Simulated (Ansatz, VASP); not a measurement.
**P: VASP beside Ansatz**

```xyz
4
Lattice="1.6587 -5.1454 0.0000 1.6587 5.1454 0.0000 0.0000 0.0000 4.1972" Properties=species:S:1:pos:R:3 pbc="T T T"
P     1.6587    4.0619    3.8913
P     1.6587   -1.0834    2.4045
P     1.6587   -4.0619    0.3059
P     1.6587    1.0834    1.7927
```

Alike in both runs: functional PBEsol; k mesh 14 × 14 × 10; occupations gaussian, width 0.1 eV; no spin polarisation.

Ansatz relaxed the structure, and its values are those at the end. VASP's run is a single point on that final structure, the one shown.

|  | VASP | Ansatz |
| --- | --- | --- |
| version | VASP 6.6.1 | Ansatz 0.2.0 |
| potentials or method | VASP PAW PBE potentials, release 64 (P), cutoff 520 eV | scalar-relativistic, plane waves, PAW |
| valence electrons in the cell | 20 | 20 |

VASP gave:

```
gap on the k mesh at the Fermi level (eV) : none
pressure (GPa)                            : -0.1
rms of the force components (eV/Å)        : 0.020
```

Task: Estimate Ansatz's values.

Result: gap on the k mesh at the Fermi level (eV): none; pressure (GPa): 0.0; rms of the force components (eV/Å): 0.002.

VASP's potentials were made for PBE, not for PBEsol. A gap of «none» marks a metal or a gap that the smearing closes.
